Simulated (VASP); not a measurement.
# Ca (Fm-3m) in VASP: further runs

The runs below take Ca through single point, relaxation of cell and atoms, with PBEsol.

All numbers are computed with VASP 6.6.1; they aren't measurements. Logs are shortened: lines on timing, memory, paths and dates and some standing lists are left out, and cuts for length are marked.

## Step 1: The cell of the first run

Symmetry: Fm-3m, No. 225, cubic system. Conventional cell: a = 5.446 Å, b = 5.446 Å, c = 5.446 Å, α = 90.00°, β = 90.00°, γ = 90.00°. Ca (site symmetry m-3m) has 12 Ca at 3.85 Å within 5.1 Å.

## Step 2: Single point, PBEsol

File INCAR:

```
ALGO = Normal
EDIFF = 1E-7
ENCUT = 520
GGA = PS
ISIF = 2
ISMEAR = -1
LASPH = True
LCHARG = False
LREAL = False
LWAVE = False
NBANDS = 11
NELM = 60
PREC = Accurate
SIGMA = 0.05
```

File KPOINTS:

```
k-points
0
Gamma
  6 6 6
```

File POSCAR:

```
Ca
1.0
    0.0000000000      2.7229828048      2.7229828048
    2.7229828048      0.0000000000      2.7229828048
    2.7229828048      2.7229828048      0.0000000000
Ca
1
Direct
    0.0000000000      0.0000000000      0.0000000000
```

Potentials or basis: VASP PAW PBE potentials, release 64 (Ca_sv).

Started as:

```console
$ cat potpaw_PBE.64/Ca_sv/POTCAR > POTCAR
$ mpirun -np 1 vasp_std > vasp.out
```

OUTCAR:

```text
EDIFF = 1E-7
   ENCUT = 520
   GGA = PS
   ISIF = 2
   ISMEAR = -1
   LASPH = True
   LREAL = False
   NELM = 60
   PREC = Accurate

 ion  position               nearest neighbor table
   1  0.000  0.000  0.000-

  LATTYP: Found a face centered cubic cell.
 ALAT       =     5.4459656096

  Lattice vectors:

 A1 = (   0.0000000000,   2.7229828048,   2.7229828048)
 A2 = (   2.7229828048,   0.0000000000,   2.7229828048)
 A3 = (   2.7229828048,   2.7229828048,   0.0000000000)

Analysis of symmetry for initial positions (statically):
=====================================================================
 Subroutine PRICEL returns:
 Original cell was already a primitive cell.

 Routine SETGRP: Setting up the symmetry group for a
 face centered cubic supercell.

 Subroutine GETGRP returns: Found 48 space group operations
 (whereof 48 operations were pure point group operations)
 out of a pool of 48 trial point group operations.

The static configuration has the point symmetry O_h .

Analysis of symmetry for dynamics (positions and initial velocities):
=====================================================================
 Subroutine PRICEL returns:
 Original cell was already a primitive cell.

 Routine SETGRP: Setting up the symmetry group for a
 face centered cubic supercell.

 Subroutine GETGRP returns: Found 48 space group operations
 (whereof 48 operations were pure point group operations)
 out of a pool of 48 trial point group operations.

The dynamic configuration has the point symmetry O_h .

 Subroutine INISYM returns: Found 48 space group operations
 (whereof 48 operations are pure point group operations),
 and found     1 'primitive' translations

----------------------------------------------------------------------------------------

                                     Primitive cell

  volume of cell :      40.3798

  direct lattice vectors                    reciprocal lattice vectors
     0.000000000  2.722982805  2.722982805    -0.183622166  0.183622166  0.183622166
     2.722982805  0.000000000  2.722982805     0.183622166 -0.183622166  0.183622166
     2.722982805  2.722982805  0.000000000     0.183622166  0.183622166 -0.183622166

  length of vectors
     3.850879213  3.850879213  3.850879213     0.318042921  0.318042921  0.318042921

  position of ions in fractional coordinates (direct lattice)
     0.000000000  0.000000000  0.000000000

  ion indices of the primitive-cell ions
   primitive index   ion index
                 1           1

----------------------------------------------------------------------------------------

 KPOINTS: k-points

Automatic generation of k-mesh.
 Grid dimensions read from file:
 generate k-points for:    6    6    6

 Generating k-lattice:

  Cartesian coordinates                     Fractional coordinates (reciprocal lattice)
    -0.030603694  0.030603694  0.030603694     0.166666667  0.000000000  0.000000000
     0.030603694 -0.030603694  0.030603694     0.000000000  0.166666667  0.000000000
     0.030603694  0.030603694 -0.030603694     0.000000000  0.000000000  0.166666667

  Length of vectors
     0.053007153  0.053007153  0.053007153

  Shift w.r.t. Gamma in fractional coordinates (k-lattice)
     0.000000000  0.000000000  0.000000000

 Subroutine IBZKPT returns following result:
 ===========================================

 Found     16 irreducible k-points:

 Following reciprocal coordinates:
            Coordinates               Weight
  0.000000  0.000000  0.000000      1.000000
  0.166667  0.000000  0.000000      8.000000
  0.333333  0.000000  0.000000      8.000000
  0.500000  0.000000  0.000000      4.000000
  0.166667  0.166667  0.000000      6.000000
  0.333333  0.166667  0.000000     24.000000
[... 8 lines left out ...]
 -0.333333  0.333333  0.166667     24.000000
 -0.333333  0.500000  0.166667     12.000000
   k-points           NKPTS =     16   k-points in BZ     NKDIM =     16   number of bands    NBANDS=     11
   number of dos      NEDOS =    301   number of ions     NIONS =      1
   total plane-waves  NPLWV =  27000
   dimension x,y,z NGX =    30 NGY =   30 NGZ =   30
   dimension x,y,z NGXF=    60 NGYF=   60 NGZF=   60
   ions per type =               1
   NGX,Y,Z   is equivalent  to a cutoff of  12.95, 12.95, 12.95 a.u.
   NGXF,Y,Z  is equivalent  to a cutoff of  25.90, 25.90, 25.90 a.u.
 SYSTEM =  unknown system
   PREC   = accura    normal or accurate (medium, high low for compatibility)
   ISTART =      0    job   : 0-new  1-cont  2-samecut
   ICHARG =      2    charge: 1-file 2-atom 10-const
   ISPIN  =      1    spin polarized calculation?
   LNONCOLLINEAR =      F non collinear calculations
   LSORBIT =      F    spin-orbit coupling
   LASPH  =      T    aspherical Exc in radial PAW
   ENCUT  =  520.0 eV  38.22 Ry    6.18 a.u.   7.16  7.16  7.16*2*pi/ulx,y,z
   NELM   =     60;   NELMIN=  2; NELMDL= -5     # of ELM steps
   EDIFF  = 0.1E-06   stopping-criterion for ELM
   LREAL  =      F    real-space projection
   EDIFFG = 0.1E-05   stopping-criterion for IOM
   NSW    =      0    number of steps for IOM
   IBRION =     -1    ionic relax: 0-MD 1-quasi-New 2-CG
   NFREE  =      0    steps in history (QN), initial steepest desc. (CG)
   ISIF   =      2    stress and relaxation
   ISYM   =      2    0-nonsym 1-usesym 2-fastsym
   POTIM  = 0.5000    time-step for ionic-motion
   TEBEG  =    0.0;   TEEND  =   0.0 temperature during run
   PSTRESS=    0.0 pullay stress
   NELECT =      10.0000    total number of electrons
   NUPDOWN=      -1.0000    fix difference up-down
   EMIN   =  10.00;   EMAX   =-10.00  energy-range for DOS
   EFERMI =   0.00;   METHOD = LEGACY
   ISMEAR =    -1;   SIGMA  =   0.05  broadening in eV -4-tet -1-fermi 0-gaus
   EFERMI_NEDOS =   21; number of points for ismear=-14 and -15
   IALGO  =     38    algorithm
   IMIX   =      4    mixing-type and parameters
     AMIX     =   0.40;   BMIX     =  1.00
     AMIX_MAG =   1.60;   BMIX_MAG =  1.00
  volume/ion in A,a.u.               =      40.38       272.50
  Fermi-wavevector in a.u.,A,eV,Ry     =   1.028063  1.942758 14.380195  1.056915
  Thomas-Fermi vector in A             =   2.162041
   LORBIT       =      0    0 simple, 1 ext, 2 COOP (PROOUT), +10 PAW based schemes
   GGA     = PS    functional components
   LHFCALC =     F    Hartree Fock is set to
   AEXX    =    0.0000 exact exchange contribution
   IVDW    =     0    specifies the selected vdW correction
   LEPSILON=     F    determine dielectric tensor
   LRPA    =     F    only Hartree local field effects (RPA)
 non-spin polarized calculation
  energy-cutoff  :      520.00
  volume of cell :       40.38
 maximum number of plane-waves:      1106
 NGX is ok and might be reduce to    30
   NGX = 15   NGY = 15   NGZ = 15

 number of electron      10.0000001 magnetization

 Free energy of the ion-electron system (eV)
  ---------------------------------------------------
  ext. energy  EPLUGINS =         0.00000000
  ---------------------------------------------------
  free energy    TOTEN  =        -2.11829220 eV

  energy without entropy =       -2.09955840  energy(sigma->0) =       -2.10892530

 E-fermi :   2.1072     XC(G=0):  -7.9495

 val. band max:        2.0766499278   @ k =  -0.3333   0.3333   0.1667
 cond. band min:       2.1752932513   @ k =  -0.3333   0.3333   0.1667
 fundamental gap:      0.0986433236
 Fermi energy:         2.1071911852

 k-point     1 :       0.0000    0.0000    0.0000
  band No.  band energies     occupation
      1     -39.6638      2.00000
      2     -20.6507      2.00000
      3     -20.6507      2.00000
      4     -20.6507      2.00000
      5      -2.0438      2.00000
      6       4.4552      0.00000
      7       4.4552      0.00000
      8       4.4552      0.00000
      9       5.5922      0.00000
     10       5.5922      0.00000
     11      11.3855      0.00000

 k-point     2 :       0.1667    0.0000    0.0000
  band No.  band energies     occupation
      1     -39.6595      2.00000
      2     -20.6928      2.00000
      3     -20.6564      2.00000
      4     -20.6564      2.00000
      5      -1.5587      2.00000
      6       3.9707      0.00000
      7       4.5960      0.00000
      8       4.5960      0.00000
      9       5.4957      0.00000
     10       5.4957      0.00000
     11      11.0816      0.00000

 k-point     3 :       0.3333    0.0000    0.0000
  band No.  band energies     occupation
      1     -39.6509      2.00000
      2     -20.7757      2.00000
      3     -20.6678      2.00000
      4     -20.6678      2.00000
      5      -0.2584      2.00000
      6       2.9662      0.00000
      7       4.4869      0.00000
      8       4.4869      0.00000
      9       5.8928      0.00000
     10       5.8928      0.00000
     11       8.6188      0.00000

 k-point     4 :       0.5000    0.0000    0.0000
  band No.  band energies     occupation
      1     -39.6466      2.00000
      2     -20.8165      2.00000
      3     -20.6734      2.00000
      4     -20.6734      2.00000
      5       1.0469      2.00000
      6       1.9487      1.91933
      7       4.3347      0.00000
      8       4.3347      0.00000
      9       6.3225      0.00000
     10       6.3225      0.00000
     11       7.5302      0.00000

 k-point     5 :       0.1667    0.1667    0.0000
  band No.  band energies     occupation
      1     -39.6581      2.00000
      2     -20.6915      2.00000
      3     -20.6658      2.00000
      4     -20.6658      2.00000
      5      -1.4001      2.00000
      6       3.8647      0.00000
      7       4.7265      0.00000
      8       4.7265      0.00000
      9       4.9604      0.00000
     10       5.7601      0.00000
     11      12.1442      0.00000
[... 99 lines left out ...]
 k-point    13 :       0.5000    0.5000    0.0000
  band No.  band energies     occupation
      1     -39.6410      2.00000
      2     -20.8068      2.00000
      3     -20.7111      2.00000
      4     -20.7111      2.00000
      5       1.5648      1.99996
      6       2.6080      0.00009
      7       3.1135      0.00000
      8       6.3168      0.00000
      9       6.5165      0.00000
     10       6.5165      0.00000
     11       8.3381      0.00000

 k-point    14 :       0.5000    0.3333    0.1667
  band No.  band energies     occupation
      1     -39.6452      2.00000
      2     -20.7741      2.00000
      3     -20.7178      2.00000
      4     -20.6877      2.00000
      5       0.7691      2.00000
      6       2.9279      0.00000
      7       3.4321      0.00000
      8       5.1141      0.00000
      9       5.6847      0.00000
     10       6.5986      0.00000
     11       8.5737      0.00000

 k-point    15 :      -0.3333    0.3333    0.1667
  band No.  band energies     occupation
      1     -39.6424      2.00000
      2     -20.7792      2.00000
      3     -20.7378      2.00000
      4     -20.6971      2.00000
      5       2.0766      1.29626
      6       2.1753      0.40782
      7       3.2162      0.00000
      8       4.9198      0.00000
      9       6.1319      0.00000
     10       7.0511      0.00000
     11       7.1804      0.00000

 k-point    16 :      -0.3333    0.5000    0.1667
  band No.  band energies     occupation
      1     -39.6410      2.00000
      2     -20.7830      2.00000
      3     -20.7351      2.00000
      4     -20.7122      2.00000
      5       2.0237      1.68318
      6       2.6756      0.00002
      7       2.9165      0.00000
      8       5.1488      0.00000
      9       6.5182      0.00000
     10       7.0354      0.00000
     11       7.6311      0.00000

------------------------ aborting loop because EDIFF is reached ----------------------------------------

  FORCE on cell =-STRESS in cart. coord.  units (eV):
  Direction    XX          YY          ZZ          XY          YZ          ZX
  --------------------------------------------------------------------------------------
  -------------------------------------------------------------------------------------
  Total        0.0027484      0.0027484      0.0027484      0.0000000      0.0000000     -0.0000000
  in kB        0.1090508      0.1090508      0.1090508      0.0000000      0.0000000     -0.0000000
  external PRESSURE =       0.1090508 kB  Pullay stress =       0.0000000 kB

 VOLUME and BASIS-vectors are now :
 -----------------------------------------------------------------------------
  energy-cutoff  :      520.00
  volume of cell :       40.38
      direct lattice vectors                 reciprocal lattice vectors
     0.000000000  2.722982805  2.722982805    -0.183622166  0.183622166  0.183622166
     2.722982805  0.000000000  2.722982805     0.183622166 -0.183622166  0.183622166
     2.722982805  2.722982805  0.000000000     0.183622166  0.183622166 -0.183622166

 POSITION                                       TOTAL-FORCE (eV/Angst)
 -----------------------------------------------------------------------------------
      0.00000      0.00000      0.00000        -0.000000     -0.000000     -0.000000
 -----------------------------------------------------------------------------------
    total drift:                               -0.000000     -0.000000     -0.000000

  FREE ENERGIE OF THE ION-ELECTRON SYSTEM (eV)
  ---------------------------------------------------
  free  energy   TOTEN  =        -2.1182921985 eV

  energy  without entropy=       -2.0995584034  energy(sigma->0) =       -2.10892530
```

Run time: 16 s. Hardware: 1 thread of AMD EPYC 7R13, shared host; peak memory 0.13 GiB.

Results:

* Free energy: -2.1183 eV
* Pressure: 0.0 GPa
* Band gap on the k mesh: zero (band 5 reaches 2.08 eV, above the bottom of band 6 at 1.95 eV)

Levels at points of the mesh, in eV from the Fermi level:
| k point | band 2 | band 3 | band 4 | band 5 | band 6 | band 7 | band 8 | band 9 |
| --- | --- | --- | --- | --- | --- | --- | --- | --- |
| (0.00, 0.00, 0.00) | -22.76 | -22.76 | -22.76 | -4.15 | 2.35 | 2.35 | 2.35 | 3.49 |
| (0.50, 0.00, 0.00) | -22.92 | -22.78 | -22.78 | -1.06 | -0.16 | 2.23 | 2.23 | 4.22 |
| (0.50, 0.50, 0.00) | -22.91 | -22.82 | -22.82 | -0.54 | 0.50 | 1.01 | 4.21 | 4.41 |

Caveat: the PAW data sets were made with another functional, which shifts forces and pressure a little.

## Step 3: Relaxation of cell and atoms, PBEsol

This run uses another cell than the first one, of 43.63 Å³/atom, 1.081 times its volume.

File INCAR:

```
SYSTEM = Ca
PREC = Accurate
ENCUT = 600
EDIFF = 1E-7
ISMEAR = -1
SIGMA = 0.05
LREAL = .FALSE.
LASPH = .TRUE.
NELM = 100
ALGO = Normal
ISIF = 3
LWAVE = .FALSE.
LCHARG = .FALSE.
GGA = PS
IBRION = 2
NSW = 80
EDIFFG = -0.01
```

File KPOINTS:

```
regular mesh
0
G
  6 6 6
  0 0 0
```

File POSCAR:

```
Ca
1.0
    0.0000000000      2.7942000000      2.7942000000
    2.7942000000      0.0000000000      2.7942000000
    2.7942000000      2.7942000000      0.0000000000
Ca
1
Direct
    0.0000000000      0.0000000000      0.0000000000
```

Potentials or basis: VASP PAW PBE potentials, release 64 (Ca_sv).

Started as:

```console
$ cat potpaw_PBE.64/Ca_sv/POTCAR > POTCAR
$ mpirun -np 1 vasp_std > vasp.out
```

It took 36 s on 1 thread of AMD EPYC 7R13, shared host; peak memory 0.16 GiB.

The run converged. Its results:

```
Free energy                            : -2.1186 eV
Relaxed volume                         : 40.52 Å³/atom
Relaxed cell                           : a = 3.855 Å, b = 3.855 Å, c = 3.855 Å, α = 60.00°, β = 60.00°, γ = 60.00°
Space group after relaxing (to 0.05 Å) : Fm-3m (No. 225)
Energy gained by relaxing              : 12.4 meV/atom
Ionic steps                            : 3
Pressure after relaxing                : 0.0 GPa
Band gap on the k mesh                 : zero (band 5 reaches 2.06 eV, above the bottom of band 6 at 1.93 eV)
```

Step by step:
```tsv
step	energy change (eV)	largest force (eV/Å)	pressure (GPa)	volume (Å³)
1	0.0000	0.0000	-1.19	43.63
2	-0.0106	0.0000	-0.48	41.62
3	-0.0124	0.0000	-0.03	40.52
```

Final structure:
```cif
data_structure
_symmetry_space_group_name_H-M 'P 1'
_symmetry_Int_Tables_number 1
_cell_length_a 3.8553
_cell_length_b 3.8553
_cell_length_c 3.8553
_cell_angle_alpha 60.000
_cell_angle_beta 60.000
_cell_angle_gamma 60.000
_cell_volume 40.52
loop_
_atom_site_label
_atom_site_type_symbol
_atom_site_fract_x
_atom_site_fract_y
_atom_site_fract_z
_atom_site_occupancy
Ca1 Ca 0.00000 0.00000 0.00000 1
```

Levels at points of the mesh, in eV from the Fermi level:
```tsv
k point	band 2	band 3	band 4	band 5	band 6	band 7	band 8	band 9
(0.00, 0.00, 0.00)	-22.77	-22.77	-22.77	-4.14	2.34	2.34	2.34	3.48
(0.50, 0.00, 0.00)	-22.93	-22.79	-22.79	-1.06	-0.16	2.22	2.22	4.20
(0.50, 0.50, 0.00)	-22.92	-22.83	-22.83	-0.54	0.50	1.00	4.20	4.40
```

Caveat: the PAW data sets were made with another functional, which shifts forces and pressure a little.
